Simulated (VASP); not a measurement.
Write the native input for VASP 6.6.1 that does the following.

| Item | Value |
| --- | --- |
| Task | single point |
| Functional | PBE |
| Potentials or basis | VASP PAW PBE potentials, release 64 (Hf_pv, F) |
| Cutoff | 520 eV |
| k mesh | 6 × 6 × 4 |
| Occupations | gaussian, width 0.1 eV |
| Spin | no spin polarisation |
| Dipole correction | no |
| Further INCAR settings | ALGO = Normal; EDIFF = 1e-06; NBANDS = 38 |

The structure of Hf5F lies in POSCAR:

```
Hf5F
1.0
    5.0913320742      0.0000000000      0.0000000000
   -2.5456660371      4.4092229153      0.0000000000
    0.0000000000      0.0000000000      5.6397335392
Hf F
5 1
Direct
    0.3333333333      0.6666666667      0.7577970507
    0.3333333333      0.6666666667      0.2422029493
    0.6666666667      0.3333333333      0.2422029493
    0.6666666667      0.3333333333      0.7577970507
    0.0000000000      0.0000000000      0.0000000000
    0.0000000000      0.0000000000      0.5000000000
```

The cell was built from a structure type or drawn by symmetry, and may not be a known phase.

These files were run (other wordings do the same):

INCAR

```
SYSTEM = Hf5F
PREC     = Accurate       ! precision mode
ENCUT    = 520            ! plane-wave cutoff, eV
EDIFF    = 1E-6           ! SCF threshold, eV
ISMEAR   = 0              ! smearing method
SIGMA    = 0.1            ! smearing width, eV
LREAL    = .FALSE.        ! projectors in reciprocal space
LASPH    = .TRUE.         ! aspherical terms in the spheres
NELM     = 80             ! most SCF steps
ALGO     = Normal         ! electronic algorithm
ISIF     = 2              ! what is computed and relaxed
LWAVE    = .FALSE.        ! write WAVECAR
LCHARG   = .FALSE.        ! write CHGCAR
GGA      = PE             ! functional
NBANDS   = 38             ! bands
```

KPOINTS

```
Automatic mesh
0
G
  6 6 4
  0 0 0
```

Potentials or basis: VASP PAW PBE potentials, release 64 (Hf_pv, F).

The run is started by

```console
$ cat potpaw_PBE.64/Hf_pv/POTCAR potpaw_PBE.64/F/POTCAR > POTCAR
$ mpirun -np 1 vasp_std > vasp.out
```

Results of the run:

```json
{"Pressure": "-0.2 GPa", "Largest force": "0.005 eV/Å", "Band gap on the k mesh": "zero (an odd number of electrons rules out a gap without spin polarisation)"}
```

Caveat: spin-orbit coupling is left out, which moves the levels of the heavy elements; an odd number of electrons without spin polarisation forces a metal; a magnetic or distorted state may lie lower.

It took 65 s on 1 thread of Intel(R) Xeon(R) 6975P-C (Granite Rapids), on a shared host, peak memory 0.27 GiB.
